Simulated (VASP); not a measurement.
# Co (P6_3/mmc) in VASP: a series of runs, part 2 of 2

VASP 6.6.1. The steps go on from the part before.

**4. Single point, PBE**

This run uses another cell than the first one, of 10.37 Å³/atom.

Contents of INCAR:

```
ALGO     = Normal         # electronic algorithm
EDIFF    = 1E-6           # SCF threshold, eV
ENCUT    = 690            # plane-wave cutoff, eV
GGA      = PE             # functional
GGA_COMPAT= False        
ISIF     = 2              # what is computed and relaxed
ISMEAR   = -1             # smearing method
LASPH    = True           # aspherical terms in the spheres
LCHARG   = False          # write CHGCAR
LREAL    = False          # projectors in reciprocal space
LWAVE    = False          # write WAVECAR
NBANDS   = 24             # bands
NELM     = 120            # most SCF steps
PREC     = Accurate       # precision mode
SIGMA    = 0.1            # smearing width, eV
```

Contents of KPOINTS:

```
k-points
0
Gamma
  5 5 3
```

Contents of POSCAR:

```
Co
1.0
    2.4583936733      0.0000000000      0.0000000000
   -1.2291968366      2.1290313736      0.0000000000
    0.0000000000      0.0000000000      3.9606917934
Co
2
Direct
    0.3333333333      0.6666666667      0.2500000000
    0.6666666667      0.3333333333      0.7500000000
```

Potentials or basis: VASP PAW PBE potentials, release 64 (Co_sv).

On the command line:

```bash
> cat potpaw_PBE.64/Co_sv/POTCAR > POTCAR
> mpirun -np 1 vasp_std > vasp.out
```

OUTCAR:

```text
EDIFF = 1E-6
   ENCUT = 690
   GGA = PE
   ISIF = 2
   ISMEAR = -1
   LASPH = True
   LREAL = False
   NELM = 120
   PREC = Accurate

 ion  position               nearest neighbor table
   1  0.333  0.667  0.250-   2 2.44   2 2.44   2 2.44   2 2.44   2 2.44   2 2.44
   2  0.667  0.333  0.750-   1 2.44   1 2.44   1 2.44   1 2.44   1 2.44   1 2.44

  LATTYP: Found a hexagonal cell.
 ALAT       =     2.4583936733
 C/A-ratio  =     1.6110893208

  Lattice vectors:

 A1 = (   2.4583936733,   0.0000000000,   0.0000000000)
 A2 = (  -1.2291968366,   2.1290313736,   0.0000000000)
 A3 = (   0.0000000000,   0.0000000000,   3.9606917934)

Analysis of symmetry for initial positions (statically):
=====================================================================
 Subroutine PRICEL returns:
 Original cell was already a primitive cell.

 Routine SETGRP: Setting up the symmetry group for a
 hexagonal supercell.

 Subroutine GETGRP returns: Found 24 space group operations
 (whereof 12 operations were pure point group operations)
 out of a pool of 24 trial point group operations.
[... 145 lines left out ...]
  ---------------------------------------------------
  free energy    TOTEN  =       -13.79223145 eV

  energy without entropy =      -13.58734232  energy(sigma->0) =      -13.68978689

 E-fermi :  12.6538     XC(G=0): -14.2161

 val. band max:       12.6478751478   @ k =   0.4000  -0.0000   0.0000
 cond. band min:      12.6740438108   @ k =   0.2000   0.0000   0.3333
 fundamental gap:      0.0261686630
 Fermi energy:        12.6538350958

 k-point     1 :       0.0000    0.0000    0.0000
  band No.  band energies     occupation
      1     -82.5564      2.00000
      2     -82.4843      2.00000
      3     -45.9741      2.00000
      4     -45.6707      2.00000
      5     -45.6707      2.00000
      6     -45.6122      2.00000
[... 259 lines left out ...]
     23      24.2174      0.00000
     24      27.1183      0.00000

------------------------ aborting loop because EDIFF is reached ----------------------------------------

  FORCE on cell =-STRESS in cart. coord.  units (eV):
  Direction    XX          YY          ZZ          XY          YZ          ZX
  --------------------------------------------------------------------------------------
  -------------------------------------------------------------------------------------
  Total        0.0370204      0.0370204     -0.2268297      0.0000000     -0.0000000      0.0000000
  in kB        2.8611917      2.8611917    -17.5309739      0.0000000     -0.0000000      0.0000000
  external PRESSURE =      -3.9361969 kB  Pullay stress =       0.0000000 kB

 VOLUME and BASIS-vectors are now :
 -----------------------------------------------------------------------------
  energy-cutoff  :      690.00
  volume of cell :       20.73
      direct lattice vectors                 reciprocal lattice vectors
     2.458393673  0.000000000  0.000000000     0.406769677  0.234848582  0.000000000
    -1.229196837  2.129031374  0.000000000     0.000000000  0.469697165  0.000000000
     0.000000000  0.000000000  3.960691793     0.000000000  0.000000000  0.252481145

 POSITION                                       TOTAL-FORCE (eV/Angst)
 -----------------------------------------------------------------------------------
     -0.00000      1.41935      0.99017         0.000000      0.000000      0.000000
      1.22920      0.70968      2.97052        -0.000000     -0.000000      0.000000
 -----------------------------------------------------------------------------------
    total drift:                               -0.000000      0.000000     -0.000000

  FREE ENERGIE OF THE ION-ELECTRON SYSTEM (eV)
  ---------------------------------------------------
  free  energy   TOTEN  =       -13.7922314550 eV

  energy  without entropy=      -13.5873423196  energy(sigma->0) =      -13.68978689
```

It took 6 s on 1 thread of AMD EPYC 9R45 (Zen 5), shared host; peak memory 0.11 GiB.

What came out:

* Free energy: -13.7922 eV
* Pressure: -0.4 GPa
* Band gap on the k mesh: zero (bands 17 and 18 overlap by 1.16 eV)

Levels at points of the mesh, in eV from the Fermi level:
```
           k point  band 13  band 14  band 15  band 16  band 17  band 18  band 19  band 20  band 21  band 22
(0.00, 0.00, 0.00)    -1.90    -1.56    -1.56    -1.14    -1.14    -0.07     0.11     0.11     7.28    22.12
```

Caveat: the k points lie up to 0.59 Å⁻¹ apart, too coarse for converged energies and pressures of a metal; the run has no spin polarisation, though such a crystal can be magnetic. Spin polarisation is off, so any magnetic state and its effect on volume and gap are missing.

**5. The runs side by side**

```tsv
potentials or basis	spin	cell	k mesh	cutoff (eV)	smearing	gap on the mesh (eV)	pressure (GPa)
VASP PAW PBE potentials, release 64 (Co)	collinear, ferromagnetic start	a = 2.558, b = 2.558, c = 4.132 Å, angles 90.0, 90.0, 120.0°, 2 atoms	24 × 24 × 13	520	fermi-dirac 0.05 eV	none	-13.9
VASP PAW PBE potentials, release 64 (Co_sv)	off	a = 2.458, b = 2.458, c = 3.961 Å, angles 90.0, 90.0, 120.0°, 2 atoms	4 × 4 × 2	690	fermi-dirac 0.1 eV	none	-3.7
VASP PAW PBE potentials, release 64 (Co_sv)	off	a = 2.458, b = 2.458, c = 3.961 Å, angles 90.0, 90.0, 120.0°, 2 atoms	5 × 5 × 3	690	fermi-dirac 0.1 eV	none	-0.4
```

Alike in all rows: task single point; level PBE.

Caveats: some runs use coarse meshes; the cell stands under tension (at least some runs).

Absolute energies hang on the potentials; compare differences alone.

The gap in the log of VASP goes by the Fermi energy; the results here count the filled bands.